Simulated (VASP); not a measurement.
# CoW3 (Fm-3m) in VASP: a series of runs, part 2 of 2

VASP 6.6.1. The steps go on from the part before.

**3. Single point, PBE**

This run uses another cell than the first one, of 14.88 Å³/atom.

Input file INCAR:

```
PREC = Accurate ; ENCUT = 520
EDIFF = 1E-6 ; ISMEAR = 0
SIGMA = 0.1 ; LREAL = False
LASPH = True ; NELM = 80
ALGO = Fast ; ISIF = 2
LWAVE = False ; LCHARG = True
GGA = PE ; LELF = True
LVHAR = True ; NBANDS = 34
```

Input file KPOINTS:

```
Automatic mesh
0
Gamma
  12 12 12
```

Input file POSCAR:

```
CoW3
1.0
    0.0000000000      3.0992573649      3.0992573649
    3.0992573649      0.0000000000      3.0992573649
    3.0992573649      3.0992573649      0.0000000000
W Co
3 1
Direct
    0.2500000000      0.2500000000      0.2500000000
    0.7500000000      0.7500000000      0.7500000000
    0.5000000000      0.5000000000      0.5000000000
    0.0000000000      0.0000000000      0.0000000000
```

Potentials or basis: VASP PAW PBE potentials, release 64 (W_sv, Co).

Started as:

```
$ cat potpaw_PBE.64/W_sv/POTCAR potpaw_PBE.64/Co/POTCAR > POTCAR
$ mpirun -np 1 vasp_std > vasp.out
```

OUTCAR:

```text
PREC = Accurate
   ENCUT = 520
   EDIFF = 1E-6
   ISMEAR = 0
   LREAL = False
   LASPH = True
   NELM = 80
   ISIF = 2
   GGA = PE

 ion  position               nearest neighbor table
   1  0.250  0.250  0.250-   4 2.68   3 2.68   4 2.68   3 2.68   4 2.68   4 2.68   3 2.68   3 2.68
                             2 3.10   2 3.10   2 3.10   2 3.10   2 3.10   2 3.10
   2  0.750  0.750  0.750-   3 2.68   3 2.68   4 2.68   4 2.68   3 2.68   3 2.68   4 2.68   4 2.68
                             1 3.10   1 3.10   1 3.10   1 3.10   1 3.10   1 3.10
   3  0.500  0.500  0.500-   1 2.68   1 2.68   2 2.68   2 2.68   1 2.68   1 2.68   2 2.68   2 2.68
                             4 3.10   4 3.10   4 3.10   4 3.10   4 3.10   4 3.10
   4  0.000  0.000  0.000-   2 2.68   1 2.68   2 2.68   1 2.68   2 2.68   2 2.68   1 2.68   1 2.68
                             3 3.10   3 3.10   3 3.10   3 3.10   3 3.10   3 3.10

  LATTYP: Found a face centered cubic cell.
 ALAT       =     6.1985147298

  Lattice vectors:

 A1 = (   0.0000000000,   3.0992573649,   3.0992573649)
 A2 = (   3.0992573649,   0.0000000000,   3.0992573649)
 A3 = (   3.0992573649,   3.0992573649,   0.0000000000)

Analysis of symmetry for initial positions (statically):
=====================================================================
 Subroutine PRICEL returns:
 Original cell was already a primitive cell.

 Routine SETGRP: Setting up the symmetry group for a
 face centered cubic supercell.

 Subroutine GETGRP returns: Found 48 space group operations
 (whereof 48 operations were pure point group operations)
 out of a pool of 48 trial point group operations.

The static configuration has the point symmetry O_h .

Analysis of symmetry for dynamics (positions and initial velocities):
=====================================================================
 Subroutine PRICEL returns:
 Original cell was already a primitive cell.

 Routine SETGRP: Setting up the symmetry group for a
 face centered cubic supercell.

 Subroutine GETGRP returns: Found 48 space group operations
 (whereof 48 operations were pure point group operations)
 out of a pool of 48 trial point group operations.

The dynamic configuration has the point symmetry O_h .
[... 127 lines left out ...]
   LORBIT       =      0    0 simple, 1 ext, 2 COOP (PROOUT), +10 PAW based schemes
   GGA     = PE    functional components
   LHFCALC =     F    Hartree Fock is set to
   AEXX    =    0.0000 exact exchange contribution
   IVDW    =     0    specifies the selected vdW correction
   LEPSILON=     F    determine dielectric tensor
   LRPA    =     F    only Hartree local field effects (RPA)
 non-spin polarized calculation
 RMM-DIIS sequential band-by-band and
 Gauss-broadening in eV      SIGMA  =   0.10
  energy-cutoff  :      520.00
  volume of cell :       59.54
 maximum number of plane-waves:      1639
 NGX is ok and might be reduce to    36
   NGX = 17   NGY = 17   NGZ = 17

 number of electron      50.9999998 magnetization

 Free energy of the ion-electron system (eV)
  ---------------------------------------------------
  ext. energy  EPLUGINS =         0.00000000
  ---------------------------------------------------
  free energy    TOTEN  =       -44.82803939 eV

  energy without entropy =      -44.80164577  energy(sigma->0) =      -44.81484258

 E-fermi :  10.8802     XC(G=0): -13.4792

 val. band max:       10.8787446365   @ k =   0.3333   0.0000   0.0000
 cond. band min:      10.8951578285   @ k =  -0.3333   0.1667   0.0000
 fundamental gap:      0.0164131920
 Fermi energy:        10.8802407311

 k-point     1 :       0.0000    0.0000    0.0000
  band No.  band energies     occupation
      1     -63.3168      2.00000
      2     -63.2590      2.00000
      3     -62.7966      2.00000
      4     -27.6438      2.00000
      5     -27.6438      2.00000
      6     -27.6438      2.00000
[... 877 lines left out ...]
     33      14.5949      0.00000
     34      15.0546      0.00000

 [... further k-points ...]

------------------------ aborting loop because EDIFF is reached ----------------------------------------

  FORCE on cell =-STRESS in cart. coord.  units (eV):
  Direction    XX          YY          ZZ          XY          YZ          ZX
  --------------------------------------------------------------------------------------
  -------------------------------------------------------------------------------------
  Total        0.1436848      0.1436848      0.1436848      0.0000000      0.0000000     -0.0000000
  in kB        3.8665039      3.8665039      3.8665039      0.0000000      0.0000000     -0.0000000
  external PRESSURE =       3.8665039 kB  Pullay stress =       0.0000000 kB

 VOLUME and BASIS-vectors are now :
 -----------------------------------------------------------------------------
  energy-cutoff  :      520.00
  volume of cell :       59.54
      direct lattice vectors                 reciprocal lattice vectors
     0.000000000  3.099257365  3.099257365    -0.161328971  0.161328971  0.161328971
     3.099257365  0.000000000  3.099257365     0.161328971 -0.161328971  0.161328971
     3.099257365  3.099257365  0.000000000     0.161328971  0.161328971 -0.161328971

 POSITION                                       TOTAL-FORCE (eV/Angst)
 -----------------------------------------------------------------------------------
      1.54963      1.54963      1.54963        -0.000000     -0.000000     -0.000000
      4.64889      4.64889      4.64889         0.000000      0.000000      0.000000
      3.09926      3.09926      3.09926        -0.000000      0.000000      0.000000
      0.00000      0.00000      0.00000        -0.000000      0.000000      0.000000
 -----------------------------------------------------------------------------------
    total drift:                                0.000000      0.000000      0.000000

  FREE ENERGIE OF THE ION-ELECTRON SYSTEM (eV)
  ---------------------------------------------------
  free  energy   TOTEN  =       -44.8280393888 eV

  energy  without entropy=      -44.8016457717  energy(sigma->0) =      -44.81484258
```

stdout:

```text
POSCAR found type information on POSCAR W Co
 POSCAR found :  2 types and       4 ions
 scaLAPACK will be used
 LDA part: xc-table for (Slater+PW92), standard interpolation
 POSCAR, INCAR and KPOINTS ok, starting setup
 FFT: planning ... GRIDC
 FFT: planning ... GRID_SOFT
 FFT: planning ... GRID
 WAVECAR not read
 entering main loop
WARNING in EDDRMM: call to ZHEGV failed, returncode =   6  3     31
WARNING in EDDRMM: call to ZHEGV failed, returncode =   8  4     33
```

Wall time 2.9 min (1 thread of AMD EPYC 9R45 (Zen 5), shared host); peak memory 0.26 GiB.

What came out:

```
Free energy            : -44.8280 eV
Pressure               : 0.4 GPa
Band gap on the k mesh : zero (an odd number of electrons rules out a gap without spin polarisation)
```

Levels at points of the mesh, in eV from the Fermi level:
```tsv
k point	band 23	band 24	band 25	band 26	band 27	band 28	band 29	band 30
(0.00, 0.00, 0.00)	-1.45	-1.45	-0.30	-0.30	3.12	3.12	3.46	3.46
(0.50, 0.00, 0.00)	-2.52	-2.52	0.19	0.19	0.96	0.96	1.29	2.77
(0.50, 0.50, 0.00)	-0.67	-0.57	-0.57	-0.31	0.79	0.79	0.95	1.78
```

Caveat: spin-orbit coupling is left out, which moves the levels of the heavy elements; the run has no spin polarisation, though such a crystal can be magnetic. Spin polarisation is off, so any magnetic state and its effect on volume and gap are missing.

**4. Single point, PBE**

Input file INCAR:

```
SYSTEM = CoW3
ALGO = Fast
EDIFF = 1E-6
ENCUT = 520
GGA = PE
ISIF = 2
ISMEAR = 0
LASPH = .TRUE.
LCHARG = .FALSE.
LREAL = .FALSE.
LWAVE = .FALSE.
NBANDS = 34
NELM = 80
PREC = Accurate
SIGMA = 0.1
```

Input file KPOINTS:

```
k-points
0
G
  12 12 12
  0 0 0
```

Input file POSCAR:

```
CoW3
1.0
    0.0000000000      3.1063930068      3.1063930068
    3.1063930068      0.0000000000      3.1063930068
    3.1063930068      3.1063930068      0.0000000000
W Co
3 1
Direct
    0.2500000000      0.2500000000      0.2500000000
    0.7500000000      0.7500000000      0.7500000000
    0.5000000000      0.5000000000      0.5000000000
    0.0000000000      0.0000000000      0.0000000000
```

Started as:

```
$ cat potpaw_PBE.64/W_sv/POTCAR potpaw_PBE.64/Co/POTCAR > POTCAR
$ mpirun -np 1 vasp_std > vasp.out
```

It took 2.9 min on 1 thread of AMD EPYC 9R45 (Zen 5), shared host; peak memory 0.26 GiB.

The run converged. Its results:

```yaml
Free_energy: -44.8267 eV
Pressure: -1.5 GPa
Band_gap_on_the_k_mesh: zero (an odd number of electrons rules out a gap without spin polarisation)
```

Levels at points of the mesh, in eV from the Fermi level:
| k point | band 23 | band 24 | band 25 | band 26 | band 27 | band 28 | band 29 | band 30 |
| --- | --- | --- | --- | --- | --- | --- | --- | --- |
| (0.00, 0.00, 0.00) | -1.43 | -1.43 | -0.30 | -0.30 | 3.10 | 3.10 | 3.43 | 3.43 |
| (0.50, 0.00, 0.00) | -2.50 | -2.50 | 0.19 | 0.19 | 0.95 | 0.95 | 1.28 | 2.74 |
| (0.50, 0.50, 0.00) | -0.66 | -0.56 | -0.56 | -0.31 | 0.77 | 0.77 | 0.94 | 1.76 |

Caveat: spin-orbit coupling is left out, which moves the levels of the heavy elements; the run has no spin polarisation, though such a crystal can be magnetic. Spin polarisation is off, so any magnetic state and its effect on volume and gap are missing.

**5. Single point, PBE, collinear spin, ferromagnetic start**

This run uses another cell than the first one, of 14.56 Å³/atom.

Input file INCAR:

```
PREC = Accurate ; ENCUT = 520
EDIFF = 1E-6 ; ISMEAR = 0
SIGMA = 0.1 ; LREAL = False
LASPH = True ; NELM = 150
ALGO = Normal ; ISIF = 2
LWAVE = False ; LCHARG = False
ISPIN = 2 ; MAGMOM = 0 0 0 2
LORBIT = 11 ; LMAXMIX = 4
GGA = PE ; NBANDS = 38
```

Input file KPOINTS:

```
Automatic mesh
0
Gamma
  6 6 6
```

Input file POSCAR:

```
CoW3
1.0
    0.0000000000      3.0767554381      3.0767554381
    3.0767554381      0.0000000000      3.0767554381
    3.0767554381      3.0767554381      0.0000000000
W Co
3 1
Direct
    0.2500000000      0.2500000000      0.2500000000
    0.7500000000      0.7500000000      0.7500000000
    0.5000000000      0.5000000000      0.5000000000
    0.0000000000      0.0000000000      0.0000000000
```

Started as:

```
$ cat potpaw_PBE.64/W_sv/POTCAR potpaw_PBE.64/Co/POTCAR > POTCAR
$ mpirun -np 1 vasp_std > vasp.out
```

Wall time 55 s (1 thread of AMD EPYC 9R45 (Zen 5), shared host); peak memory 0.2 GiB.

The run converged. Its results:

```
Free energy                                           : -44.8958 eV
Pressure                                              : 8.8 GPa
Net moment                                            : 1.69 μB per cell
Site moments                                          : W +0.18, +0.04 (each value once); Co +1.25 μB
Valence electrons inside the program's atomic spheres : W 12.06, 12.30 (each value once); Co 8.28
```

Levels at points of the mesh, in eV from the Fermi level:
Spin up:
```
           k point  band 24  band 25  band 26  band 27  band 28  band 29
(0.00, 0.00, 0.00)    -1.75    -1.40    -1.40     3.15     3.15     3.35
(0.50, 0.00, 0.00)    -3.06    -0.44    -0.44     0.65     0.65     0.95
(0.50, 0.50, 0.00)    -1.35    -0.69    -0.69     0.51     0.76     0.76
```
Spin down:
```tsv
k point	band 21	band 22	band 23	band 24	band 25	band 26	band 27	band 28
(0.00, 0.00, 0.00)	-2.55	-1.44	-1.44	-1.44	0.16	0.16	3.22	3.22
(0.50, 0.00, 0.00)	-2.79	-2.79	-2.54	-2.54	0.53	0.53	1.08	1.08
(0.50, 0.50, 0.00)	-1.20	-1.20	-0.62	-0.62	-0.61	0.15	0.84	0.84
```

Caveat: the cell stands under pressure; spin-orbit coupling is left out, which moves the levels of the heavy elements.

**6. Single point, PBE, collinear spin**

Input file INCAR:

```
SYSTEM = CoW3
PREC     = Accurate       ! precision mode
ENCUT    = 520            ! plane-wave cutoff, eV
EDIFF    = 1E-6           ! SCF threshold, eV
ISMEAR   = 0              ! smearing method
SIGMA    = 0.1            ! smearing width, eV
LREAL    = .False.        ! projectors in reciprocal space
LASPH    = .True.         ! aspherical terms in the spheres
NELM     = 150            ! most SCF steps
ALGO     = Normal         ! electronic algorithm
ISIF     = 2              ! what is computed and relaxed
LWAVE    = .False.        ! write WAVECAR
LCHARG   = .False.        ! write CHGCAR
ISPIN    = 2              ! spin polarisation
MAGMOM   = 0.18 0.18 0 1.43 ! initial moments
LORBIT   = 11             ! projections on sites
LMAXMIX  = 4              ! l up to which the mixer works
GGA      = PE             ! functional
NBANDS   = 38             ! bands
```

Input file KPOINTS:

```
regular mesh
0
Gamma
  6 6 6
  0 0 0
```

Input file POSCAR:

```
CoW3
1.0
    0.0000000000      3.1073839574      3.1073839574
    3.1073839574      0.0000000000      3.1073839574
    3.1073839574      3.1073839574      0.0000000000
W Co
3 1
Direct
    0.2500000000      0.2500000000      0.2500000000
    0.7500000000      0.7500000000      0.7500000000
    0.5000000000      0.5000000000      0.5000000000
    0.0000000000      0.0000000000      0.0000000000
```

Potentials or basis: VASP PAW PBE potentials, release 64 (W_sv, Co).

Started as:

```
$ cat potpaw_PBE.64/W_sv/POTCAR potpaw_PBE.64/Co/POTCAR > POTCAR
$ mpirun -np 1 vasp_std > vasp.out
```

It took 80 s on 1 thread of AMD EPYC 9R45 (Zen 5), shared host; peak memory 0.23 GiB.

The run converged. Its results:

```yaml
Free_energy: -44.9450 eV
Pressure: 0.4 GPa
Net_moment: 1.78 μB per cell
Site_moments: W +0.19, +0.04 (each value once); Co +1.32 μB
Valence_electrons_inside_the_program's_atomic_spheres: W 12.00, 12.22 (each value once); Co 8.22
```

Levels at points of the mesh, in eV from the Fermi level:
Spin up:
```
           k point  band 23  band 24  band 25  band 26  band 27  band 28  band 29  band 30
(0.00, 0.00, 0.00)    -1.70    -1.70    -1.45    -1.45     3.05     3.05     3.21     3.21
(0.50, 0.00, 0.00)    -2.93    -2.93    -0.48    -0.48     0.60     0.60     0.86     2.68
(0.50, 0.50, 0.00)    -1.43    -1.42    -0.64    -0.64     0.50     0.67     0.67     1.70
```
Spin down:
```tsv
k point	band 21	band 22	band 23	band 24	band 25	band 26	band 27	band 28
(0.00, 0.00, 0.00)	-2.47	-1.38	-1.38	-1.38	0.20	0.20	3.12	3.12
(0.50, 0.00, 0.00)	-2.67	-2.67	-2.42	-2.42	0.54	0.54	1.05	1.05
(0.50, 0.50, 0.00)	-1.14	-1.14	-0.58	-0.57	-0.57	0.17	0.76	0.76
```

Caveat: spin-orbit coupling is left out, which moves the levels of the heavy elements.

**7. Summary**

```tsv
level	spin	cell	k mesh	gap on the mesh (eV)	pressure (GPa)	moment (μB)
r2SCAN	collinear, ferromagnetic start	a = 4.393 Å, angles 60.0°, 4 atoms	12 × 12 × 12	none	-1.1	2.38
PBE	off	a = 4.383 Å, angles 60.0°, 4 atoms	12 × 12 × 12	none	0.4	-
PBE	off	a = 4.393 Å, angles 60.0°, 4 atoms	12 × 12 × 12	none	-1.5	-
PBE	collinear, ferromagnetic start	a = 4.351 Å, angles 60.0°, 4 atoms	6 × 6 × 6	none	8.8	1.69
PBE	collinear	a = 4.395 Å, angles 60.0°, 4 atoms	6 × 6 × 6	none	0.4	1.78
```

Alike in all rows: task single point; potentials or basis VASP PAW PBE potentials, release 64 (W_sv, Co); cutoff (eV) 520; smearing gaussian 0.1 eV.

The pressure there spans -1.5 GPa (PBE) to 0.4 GPa (PBE); a positive pressure means that this level wants a larger cell, a negative one a smaller.

Caveats: spin-orbit coupling is left out, which moves the levels of the heavy elements; the PAW data sets were made with another functional, which shifts forces and pressure a little (at least some runs); the cell stands under pressure (at least some runs).

Total energies depend on the potentials used, so only differences within one code and one set of settings carry meaning.

The gap in the log of VASP goes by the Fermi energy; the results here count the filled bands.